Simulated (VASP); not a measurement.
# WC (P1) in VASP: a series of runs, part 2 of 2

VASP 6.6.1. The steps go on from the part before.

**4. Single point, PBE**

INCAR

```
  ALGO = Normal
  EDIFF = 1E-7
  ENCUT = 520
  GGA = PE
  ISIF = 2
  ISMEAR = -1
  LASPH = True
  LCHARG = True
  LELF = True
  LREAL = Auto
  LVHAR = True
  LWAVE = False
  NBANDS = 86
  NELM = 60
  PREC = Accurate
  SIGMA = 0.36
```

KPOINTS

```
k-points
0
Gamma
  3 3 3
```

POSCAR

```
WC
1.0
   -2.9936370000     -5.1851310000      0.0000000000
    4.4904550000     -2.5925650000      0.0000000000
    0.0000000000      0.0000000000      5.8758830000
W C
8 8
Direct
    0.7382499680      0.5218296185      0.0124066459
    0.7421384202      0.4691936639      0.5206196243
    0.5415268412      0.0040162497     -0.0143467799
    0.5065967985     -0.0008758756      0.4687806071
    0.2669406068      0.4848780975     -0.0083902283
    0.2448712363      0.4961536399      0.5094553448
   -0.0317752197     -0.0445664133      0.0241665806
    0.0274454179      0.0273828863      0.5338942249
    0.5013680425      0.6228353080      0.2407638137
    0.5046858116      0.7278652428      0.7832014354
    0.2123179137      0.2036993494      0.2700189912
    0.2994130669      0.2164667134      0.7514445063
   -0.0281021626      0.6791009655      0.2366963399
    0.0634037992      0.6697779979      0.8097846741
    0.7546048509      0.1835923090      0.2983551579
    0.7884302875      0.1547446930      0.7831844167
```

Potentials or basis: VASP PAW PBE potentials, release 64 (W_sv, C).

Run with:

```
$ cat potpaw_PBE.64/W_sv/POTCAR potpaw_PBE.64/C/POTCAR > POTCAR
$ mpirun -np 1 vasp_std > vasp.out
```

OUTCAR:

```text
EDIFF = 1E-7
   ENCUT = 520
   GGA = PE
   ISIF = 2
   ISMEAR = -1
   LASPH = True
   LREAL = Auto
   NELM = 60
   PREC = Accurate

 ion  position               nearest neighbor table
   1  0.738  0.522  0.012-   9 2.02  13 2.09  10 2.22  16 2.35  14 2.41  15 2.43   7 2.64   3 2.77
                             5 2.83   2 2.90   3 2.94   2 3.00   5 3.17   7 3.24
   2  0.742  0.469  0.521-  15 1.98  16 2.26   9 2.33  13 2.42  10 2.49  14 2.77   4 2.83   8 2.86
                             1 2.90   6 2.98   1 3.00   6 3.01   4 3.10   8 3.36
   3  0.542  0.004  0.986-  10 1.87  16 2.05  12 2.28  15 2.42   9 2.49   7 2.58   1 2.77   4 2.85
                             1 2.94   5 2.99   4 3.04   5 3.15   7 3.45
[... 1455 lines left out ...]
  external PRESSURE =      20.9016109 kB  Pullay stress =       0.0000000 kB

 VOLUME and BASIS-vectors are now :
 -----------------------------------------------------------------------------
  energy-cutoff  :      520.00
  volume of cell :      182.42
      direct lattice vectors                 reciprocal lattice vectors
    -2.993637000 -5.185131000  0.000000000    -0.083510454 -0.144644372  0.000000000
     4.490455000 -2.592565000  0.000000000     0.167020940 -0.096429592  0.000000000
     0.000000000  0.000000000  5.875883000     0.000000000  0.000000000  0.170187187

 POSITION                                       TOTAL-FORCE (eV/Angst)
 -----------------------------------------------------------------------------------
      0.13320     -5.18080      0.07290        -4.516718     -0.039945     -0.905708
     -0.11480     -5.06450      3.05910         2.781258     -2.285794     -0.429604
     -1.60310     -2.81830      5.79158         4.068183      1.635955      3.204484
      2.96995     -5.21706      2.75450         0.383414      1.451085      3.752806
      1.37820     -2.64120      5.82658         0.154722     -0.446956      4.939339
      1.49490     -2.55600      2.99350         1.742178     -1.988367     -0.978198
[... 8 lines left out ...]
     -1.43460     -4.38870      1.75310        -1.634395      0.409906     -2.490189
     -1.66540     -4.48930      4.60190         2.440736     -0.005084     -2.188282
 -----------------------------------------------------------------------------------
    total drift:                                0.005992      0.004797     -0.008119

  FREE ENERGIE OF THE ION-ELECTRON SYSTEM (eV)
  ---------------------------------------------------
  free  energy   TOTEN  =      -170.3554100062 eV

  energy  without entropy=     -167.9324880714  energy(sigma->0) =     -169.14394904
```

OSZICAR:

```text
N       E                     dE             d eps       ncg     rms          rms(c)
DAV:   1     0.191326759742E+04    0.19133E+04   -0.78968E+04  2408   0.189E+03
[... 13 lines left out ...]
DAV:  15    -0.170355410920E+03    0.25568E-05   -0.61189E-05  3224   0.412E-02    0.125E-02
DAV:  16    -0.170355410165E+03    0.75478E-06   -0.22193E-05  3072   0.215E-02    0.667E-03
DAV:  17    -0.170355409861E+03    0.30372E-06   -0.58735E-06  3040   0.107E-02    0.375E-03
DAV:  18    -0.170355409830E+03    0.31145E-07   -0.31500E-06  2608   0.518E-03    0.974E-04
DAV:  19    -0.170355409862E+03   -0.32247E-07   -0.15860E-06  1456   0.190E-03    0.562E-04
DAV:  20    -0.170355409917E+03   -0.54562E-07   -0.11447E-06  1456   0.106E-03    0.275E-04
DAV:  21    -0.170355410006E+03   -0.89371E-07   -0.94403E-07  1456   0.578E-04
   1 F= -.17035541E+03 E0= -.16914395E+03  d E =-.242292E+01
```

It took 9.9 min on 1 thread of Intel Xeon Platinum 8375C at 2.90GHz (Ice Lake), shared host; peak memory 0.37 GiB.

Results:

```
Free energy            : -170.3554 eV
Pressure               : 2.1 GPa
Largest force          : 8.477 eV/Å
Band gap on the k mesh : zero (bands 72 and 73 overlap by 0.18 eV)
```

Forces on the atoms (eV/Å):
```
W   -4.517 -0.040 -0.906
W    2.781 -2.286 -0.430
W    4.068  1.636  3.204
W    0.383  1.451  3.753
W    0.155 -0.447  4.939
W    1.742 -1.988 -0.978
W    2.814 -7.984  0.459
W   -1.244  2.457 -1.530
C    2.636 -0.457  2.521
C   -4.402  2.234 -3.839
C   -2.761 -0.098 -0.821
C   -2.754  1.837 -1.443
C   -3.118  0.604  4.949
C    3.410  2.676 -5.202
C   -1.634  0.410 -2.490
C    2.441 -0.005 -2.188
```

Stress tensor (GPa, compression positive):
```
 4.40 -2.82  1.57
-2.82  4.97  0.37
 1.57  0.37 -3.11
```

Caveat: the k points lie up to 0.40 Å⁻¹ apart; the atoms stand as in a frame of molecular dynamics; so wide a smearing shifts energies and pressures; spin-orbit coupling is left out, which moves the levels of the heavy elements; forces of over 1 eV/Å act on the atoms, so gaps and moduli don't describe the material at rest.

**5. Single point, PBE**

INCAR

```
SYSTEM = WC
PREC = Accurate ; ENCUT = 520
EDIFF = 1E-6 ; ISMEAR = -1
SIGMA = 0.36 ; LREAL = Auto
LASPH = .TRUE. ; NELM = 100
ALGO = Normal ; ISIF = 2
LWAVE = .FALSE. ; LCHARG = .FALSE.
GGA = PE ; NBANDS = 86
```

KPOINTS

```
Automatic mesh
0
G
  3 3 3
  0 0 0
```

POSCAR

```
WC
1.0
   -2.9936370000     -5.1851310000      0.0000000000
    4.4904550000     -2.5925650000      0.0000000000
    0.0000000000      0.0000000000      5.8758830000
W C
8 8
Direct
    0.7477336069      0.5262368717      0.0229582516
    0.7764629035      0.5107830002      0.4758093379
    0.4880582503     -0.0026791859      0.0062288511
    0.5316432106     -0.0427914797      0.4914155030
    0.2368644378      0.4713968061      0.0130703760
    0.2570999376      0.5198724597      0.5186284342
    0.0154847338     -0.0438138959      0.0100240253
   -0.0047204079      0.0309253321      0.5114805724
    0.5015650959      0.6045052960      0.2529151789
    0.4606263439      0.6933257468      0.8318068961
    0.2239498938      0.1420178330      0.2557062487
    0.2131125812      0.1732968504      0.7831503793
   -0.0044772712      0.6727373229      0.2374111261
   -0.0101924810      0.6973207418      0.7579626756
    0.7729337893      0.1527202010      0.2669726405
    0.7452690273      0.1397775805      0.7407907884
```

Potentials or basis: VASP PAW PBE potentials, release 64 (W_sv, C).

Run with:

```
$ cat potpaw_PBE.64/W_sv/POTCAR potpaw_PBE.64/C/POTCAR > POTCAR
$ mpirun -np 1 vasp_std > vasp.out
```

OUTCAR:

```text
SYSTEM = WC
   PREC = Accurate
   ENCUT = 520
   EDIFF = 1E-6
   ISMEAR = -1
   LREAL = Auto
   LASPH = .TRUE.
   NELM = 100
   ISIF = 2
   GGA = PE

 ion  position               nearest neighbor table
   1  0.748  0.526  0.023-   9 2.04  13 2.09  10 2.23  14 2.30  15 2.41  16 2.60   2 2.67   7 2.75
                             3 2.90   5 2.94   5 3.07   3 3.15   2 3.22   7 3.36
   2  0.776  0.511  0.476-  13 2.09   9 2.16  15 2.23  14 2.31  16 2.48   1 2.67   4 2.74   8 2.82
                             6 2.89   8 3.01   6 3.12   1 3.22   4 3.22
   3  0.488  0.997  0.006-  10 1.89  11 2.28  12 2.29  16 2.31  15 2.43   9 2.50   7 2.84   4 2.87
                             5 2.88   1 2.90   4 3.04   5 3.11   1 3.15   7 3.17
   4  0.532  0.957  0.491-  16 2.16  15 2.20   9 2.31  10 2.46  11 2.50   2 2.74   8 2.80   6 2.81
                             3 2.87   3 3.04   2 3.22   8 3.24   6 3.35
   5  0.237  0.471  0.013-  12 2.06  10 2.06  13 2.22  11 2.23   9 2.23  14 2.41   7 2.84   3 2.88
                             6 2.92   1 2.94   7 2.98   6 2.98   1 3.07   3 3.11
   6  0.257  0.520  0.519-   9 2.18  14 2.32  10 2.38  12 2.39  13 2.41  11 2.50   4 2.81   2 2.89
                             5 2.92   8 2.98   5 2.98   8 3.08   2 3.12   4 3.35
   7  0.015  0.956  0.010-  13 1.99  14 2.00  12 2.11  11 2.14  15 2.33  16 2.45   1 2.75   3 2.84
                             5 2.84   8 2.96   8 2.97   5 2.98   3 3.17   1 3.36
[... 1438 lines left out ...]

------------------------ aborting loop because EDIFF is reached ----------------------------------------

  FORCE on cell =-STRESS in cart. coord.  units (eV):
  Direction    XX          YY          ZZ          XY          YZ          ZX
  --------------------------------------------------------------------------------------
  -------------------------------------------------------------------------------------
  Total       -1.7106904     -4.3267815     -9.5678277     -1.4834843      1.2270024      4.7399957
  in kB      -15.0251924    -38.0026250    -84.0353433    -13.0296152     10.7769044     41.6319337
  external PRESSURE =     -45.6877202 kB  Pullay stress =       0.0000000 kB

 VOLUME and BASIS-vectors are now :
 -----------------------------------------------------------------------------
  energy-cutoff  :      520.00
  volume of cell :      182.42
      direct lattice vectors                 reciprocal lattice vectors
    -2.993637000 -5.185131000  0.000000000    -0.083510454 -0.144644372  0.000000000
     4.490455000 -2.592565000  0.000000000     0.167020940 -0.096429592  0.000000000
     0.000000000  0.000000000  5.875883000     0.000000000  0.000000000  0.170187187

 POSITION                                       TOTAL-FORCE (eV/Angst)
 -----------------------------------------------------------------------------------
      0.12460     -5.24140      0.13490        -2.946873      2.627057     -3.704410
     -0.03080     -5.35030      2.79580        -0.659251      1.915526      3.792086
      3.01736     -5.11626      0.03660         1.573011     -2.652840      1.668351
      2.70675     -5.23826      2.88750         3.635491      1.008161      1.357182
      1.40770     -2.45030      0.07680         1.157532     -0.790312      0.809876
      1.56480     -2.68090      3.04740        -1.333526      1.402123     -0.074166
[... 8 lines left out ...]
     -1.62810     -4.40370      1.56870         1.217028      1.209338     -1.588160
     -1.60340     -4.22670      4.35280         1.756983     -0.208227      1.208272
 -----------------------------------------------------------------------------------
    total drift:                                0.001613     -0.000669     -0.009268

  FREE ENERGIE OF THE ION-ELECTRON SYSTEM (eV)
  ---------------------------------------------------
  free  energy   TOTEN  =      -172.5080771016 eV

  energy  without entropy=     -170.2034433802  energy(sigma->0) =     -171.35576024
```

OSZICAR:

```text
N       E                     dE             d eps       ncg     rms          rms(c)
DAV:   1     0.189918807487E+04    0.18992E+04   -0.78941E+04  2408   0.189E+03
DAV:   2    -0.614625367370E+01   -0.19053E+04   -0.18488E+04  2408   0.603E+02
DAV:   3    -0.188318799912E+03   -0.18217E+03   -0.17300E+03  2868   0.164E+02
DAV:   4    -0.197488807984E+03   -0.91700E+01   -0.89308E+01  2896   0.320E+01
DAV:   5    -0.197753914984E+03   -0.26511E+00   -0.26323E+00  2976   0.533E+00    0.836E+01
DAV:   6    -0.174192291564E+03    0.23562E+02   -0.17432E+02  3032   0.420E+01    0.252E+01
DAV:   7    -0.173508129906E+03    0.68416E+00   -0.23632E+01  3064   0.190E+01    0.149E+01
DAV:   8    -0.172721306960E+03    0.78682E+00   -0.70943E+00  3032   0.114E+01    0.792E+00
DAV:   9    -0.172524696115E+03    0.19661E+00   -0.12171E+00  3016   0.497E+00    0.146E+00
DAV:  10    -0.172509740979E+03    0.14955E-01   -0.15604E-01  3048   0.234E+00    0.547E-01
DAV:  11    -0.172508248751E+03    0.14922E-02   -0.33309E-02  3064   0.820E-01    0.322E-01
DAV:  12    -0.172508205336E+03    0.43415E-04   -0.57329E-03  2984   0.402E-01    0.148E-01
DAV:  13    -0.172508086803E+03    0.11853E-03   -0.13374E-03  3136   0.217E-01    0.724E-02
DAV:  14    -0.172508077389E+03    0.94141E-05   -0.38450E-04  3016   0.119E-01    0.374E-02
DAV:  15    -0.172508080585E+03   -0.31954E-05   -0.81801E-05  3136   0.520E-02    0.159E-02
DAV:  16    -0.172508077486E+03    0.30986E-05   -0.29573E-05  2992   0.259E-02    0.621E-03
DAV:  17    -0.172508077102E+03    0.38439E-06   -0.48407E-06  1664   0.107E-02
   1 F= -.17250808E+03 E0= -.17135576E+03  d E =-.230463E+01
```

stdout:

```text
POSCAR found type information on POSCAR W C
 POSCAR found :  2 types and      16 ions
 scaLAPACK will be used
 LDA part: xc-table for (Slater+PW92), standard interpolation
 POSCAR, INCAR and KPOINTS ok, starting setup
 FFT: planning ... GRIDC
 FFT: planning ... GRID_SOFT
 FFT: planning ... GRID
 WAVECAR not read
 entering main loop
```

It took 8.6 min on 1 thread of Intel Xeon Platinum 8375C at 2.90GHz (Ice Lake), shared host; peak memory 0.37 GiB.

What came out:

```
Free energy            : -172.5081 eV
Pressure               : -4.6 GPa
Largest force          : 7.015 eV/Å
Band gap on the k mesh : zero (bands 72 and 73 overlap by 0.29 eV)
```

Forces on the atoms (eV/Å):
```
W   -2.947  2.627 -3.704
W   -0.659  1.916  3.792
W    1.573 -2.653  1.668
W    3.635  1.008  1.357
W    1.158 -0.790  0.810
W   -1.334  1.402 -0.074
W    6.987 -0.485 -0.398
W   -4.203 -0.062  0.502
C    2.233 -0.515  1.606
C   -3.026  0.485 -5.023
C   -0.721 -3.092  0.382
C   -0.753 -1.921 -1.514
C   -2.250 -0.191  2.737
C   -2.667  1.270 -1.761
C    1.217  1.209 -1.588
C    1.757 -0.208  1.208
```

Caveat: the k points lie up to 0.40 Å⁻¹ apart; the atoms stand as in a frame of molecular dynamics; so wide a smearing shifts energies and pressures; spin-orbit coupling is left out, which moves the levels of the heavy elements; forces of over 1 eV/Å act on the atoms, so gaps and moduli don't describe the material at rest.

**6. Overview**

```tsv
cell	gap on the mesh (eV)	pressure (GPa)	largest force (eV/Å)
as given, atomic positions A	none	2.0	6.74
as given, atomic positions B	none	-5.8	9.45
as given, atomic positions C	none	2.1	8.48
as given, atomic positions D	none	-4.6	7.02
```

Alike in all rows: task single point; level PBE; potentials or basis VASP PAW PBE potentials, release 64 (W_sv, C); no spin polarisation; k mesh 3 × 3 × 3; cutoff (eV) 520; smearing fermi-dirac 0.36 eV.

Caveats: all runs use coarse meshes; the atoms stand as in a frame of molecular dynamics; so wide a smearing shifts energies and pressures; spin-orbit coupling is left out, which moves the levels of the heavy elements; forces of over 1 eV/Å act on the atoms, so gaps and moduli don't describe the material at rest.

Total energies depend on the potentials used, so only differences within one code and one set of settings carry meaning.
